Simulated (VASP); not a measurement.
Set up this calculation in VASP 6.6.1, as the native input.

| Item | Value |
| --- | --- |
| Task | single point |
| Functional | r2SCAN |
| Potentials or basis | VASP PAW PBE potentials, release 64 (Cu, N) |
| Cutoff | 660 eV |
| k mesh | 6 × 6 × 6 |
| Occupations | fermi-dirac, width 0.05 eV |
| Spin | no spin polarisation |
| Dipole correction | no |
| Further INCAR settings | ALGO = Normal; EDIFF = 1e-06; NBANDS = 27 |

The system is Cu3N.

```xyz
4
Lattice="3.7887 0.0000 0.0000 0.0000 3.7887 0.0000 0.0000 0.0000 3.7887" Properties=species:S:1:pos:R:3 pbc="T T T"
Cu    1.8943    0.0000    0.0000
Cu    0.0000    1.8943    0.0000
Cu    0.0000    0.0000    1.8943
N     0.0000    0.0000    0.0000
```

These files were run (other wordings do the same):

POSCAR

```
Cu3N
1.0
    3.7886743955      0.0000000000      0.0000000000
    0.0000000000      3.7886743955      0.0000000000
    0.0000000000      0.0000000000      3.7886743955
Cu N
3 1
Direct
    0.5000000000      0.0000000000      0.0000000000
    0.0000000000      0.5000000000      0.0000000000
    0.0000000000      0.0000000000      0.5000000000
    0.0000000000      0.0000000000      0.0000000000
```

INCAR.step1

```
ALGO     = Normal         # electronic algorithm
EDIFF    = 1E-5           # SCF threshold, eV
ENCUT    = 660            # plane-wave cutoff, eV
GGA      = PE             # functional
GGA_COMPAT= False        
ISMEAR   = -1             # smearing method
LASPH    = True           # aspherical terms in the spheres
LCHARG   = False          # write CHGCAR
LREAL    = False          # projectors in reciprocal space
LWAVE    = True           # write WAVECAR
NBANDS   = 27             # bands
NELM     = 120            # most SCF steps
PREC     = Accurate       # precision mode
SIGMA    = 0.05           # smearing width, eV
```

INCAR.step2

```
ALGO     = Normal         # electronic algorithm
EDIFF    = 1E-6           # SCF threshold, eV
ENCUT    = 660            # plane-wave cutoff, eV
GGA_COMPAT= False        
ISIF     = 2              # what is computed and relaxed
ISMEAR   = -1             # smearing method
ISTART   = 1            
LASPH    = True           # aspherical terms in the spheres
LCHARG   = False          # write CHGCAR
LMIXTAU  = True         
LREAL    = False          # projectors in reciprocal space
LWAVE    = False          # write WAVECAR
METAGGA  = R2SCAN         # meta-GGA
NBANDS   = 27             # bands
NELM     = 120            # most SCF steps
PREC     = Accurate       # precision mode
SIGMA    = 0.05           # smearing width, eV
```

KPOINTS

```
k-points
0
Gamma
  6 6 6
```

Potentials or basis: VASP PAW PBE potentials, release 64 (Cu, N).

The run is started by

```bash
$ cat potpaw_PBE.64/Cu/POTCAR potpaw_PBE.64/N/POTCAR > POTCAR
$ cp INCAR.step1 INCAR
$ mpirun -np 1 vasp_std > vasp.out
$ cp INCAR.step2 INCAR
$ mpirun -np 1 vasp_std > vasp.out
```

Results of the run:

```json
{
  "Pressure": "0.8 GPa",
  "Band gap on the k mesh": "0.25 eV (least direct gap 0.86 eV)"
}
```

Caveat: semilocal functionals underestimate gaps, and a narrow one can read as zero; the PAW data sets were made with another functional, which shifts forces and pressure a little.

It took 46 s on 1 thread of Intel(R) Xeon(R) 6975P-C (Granite Rapids) (shared host), peak memory 0.2 GiB.
